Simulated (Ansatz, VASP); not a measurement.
**One calculation of KCl, two programs**

Contents of INCAR:

```
ALGO     = Normal         # electronic algorithm
EDIFF    = 1E-8           # SCF threshold, eV
ENCUT    = 400            # plane-wave cutoff, eV
GGA      = PE             # functional
GGA_COMPAT= False        
ISIF     = 2              # what is computed and relaxed
ISMEAR   = -1             # smearing method
LASPH    = True           # aspherical terms in the spheres
LCHARG   = False          # write CHGCAR
LEFG     = True         
LREAL    = False          # projectors in reciprocal space
LWAVE    = False          # write WAVECAR
NBANDS   = 15             # bands
NELM     = 120            # most SCF steps
PREC     = Accurate       # precision mode
SIGMA    = 0.01           # smearing width, eV
```

Contents of KPOINTS:

```
k-points
0
Gamma
  7 7 7
```

File POSCAR:

```
KCl
1.0
    3.5723948784      0.0000000000      0.0000000000
    0.0000000000      3.5723948784      0.0000000000
    0.0000000000      0.0000000000      3.5723948784
K Cl
1 1
Direct
    0.0000000000      0.0000000000      0.0000000000
    0.5000000000      0.5000000000      0.5000000000
```

Input for Ansatz:

```yaml
crystal:
  lattice:
    - [3.5723948784, 0.0, 0.0]
    - [0.0, 3.5723948784, 0.0]
    - [0.0, 0.0, 3.5723948784]
  atoms:
    - { symbol: K, position: [0.0, 0.0, 0.0] }
    - { symbol: Cl, position: [0.5, 0.5, 0.5] }
kpoints:
  mp_grid: { grid: [7, 7, 7] }
scf:
  occupations: { method: fermi_dirac, width: 0.01 }
hamiltonian:
  xc: pbe
  pseudopotentials: { kind: all_electron, datasets: crystal }
output:
  forces: true
  stress: true
  eigenvalues: true
  efg: { contact_densities: true }
```

Change from the starting cell: volume scaled by 0.95, crystal datasets.

Alike in both runs: task electric field gradients; functional PBE; k mesh 7 × 7 × 7; occupations fermi-dirac, width 0.01 eV; no spin polarisation.

|  | VASP | Ansatz |
| --- | --- | --- |
| version | VASP 6.6.1 | Ansatz 0.2.0 |
| potentials or method | VASP PAW PBE potentials, release 64 (K_sv, Cl), cutoff 400 eV | all-electron PAW with datasets made for the crystal, scalar-relativistic |

Ansatz gave:

| Property | Result |
| --- | --- |
| gap on the k mesh at the Fermi level (eV) | 5.91 |
| pressure (GPa) | 6.6 |

Question: Which values does VASP return?

Answer: gap on the k mesh at the Fermi level (eV): 5.90; pressure (GPa): 6.8.

Ansatz ran all-electron here, and VASP with PAW potentials.
